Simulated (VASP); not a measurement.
SrB2Pt, 4 atoms in the cell. The structure is tetragonal, space group P4/mmm (No. 123). The conventional cell has a = 4.457 Å, b = 4.457 Å, c = 3.152 Å, α = 90.00°, β = 90.00°, γ = 90.00°. Within 3.6 Å of Sr (site symmetry 4/mmm) lie 8 B at 2.73 Å and 2 Sr at 3.15 Å and 4 Pt at 3.15 Å. Within 3.6 Å of B (site symmetry mmm) lie 4 Sr at 2.73 Å and 4 Pt at 2.73 Å and 6 B at 3.15 Å. Within 3.6 Å of Pt (site symmetry 4/mmm) lie 8 B at 2.73 Å and 2 Pt at 3.15 Å and 4 Sr at 3.15 Å. 

```yaml
Program: VASP 6.6.1
Task: relaxation of cell and atoms
Functional: PBE
Potentials_or_basis: VASP PAW PBE potentials, release 64 (Sr_sv, B, Pt)
Cutoff: 600 eV
k_mesh: 10 × 10 × 14
Occupations: gaussian, width 0.1 eV
Spin: no spin polarisation
Dipole_correction: no
Further_INCAR_settings: ALGO = Normal; EDIFF = 1e-06; IBRION = 2; EDIFFG = -0.01; NSW = 100; ISIF = 3
```

Potentials or basis: VASP PAW PBE potentials, release 64 (Sr_sv, B, Pt).

Command:

```console
$ cat potpaw_PBE.64/Sr_sv/POTCAR potpaw_PBE.64/B/POTCAR potpaw_PBE.64/Pt/POTCAR > POTCAR
$ mpirun -np 1 vasp_std > vasp.out
```

Hardware: 1 thread of Intel(R) Xeon(R) 6975P-C (Granite Rapids), with other jobs on the host.

How long does it take, and how much memory?

Run time: 8 min on 1 thread of Intel(R) Xeon(R) 6975P-C (Granite Rapids) (shared host), peak memory 0.41 GiB. Counts: scf iterations 92, k points 168, ion steps 10.
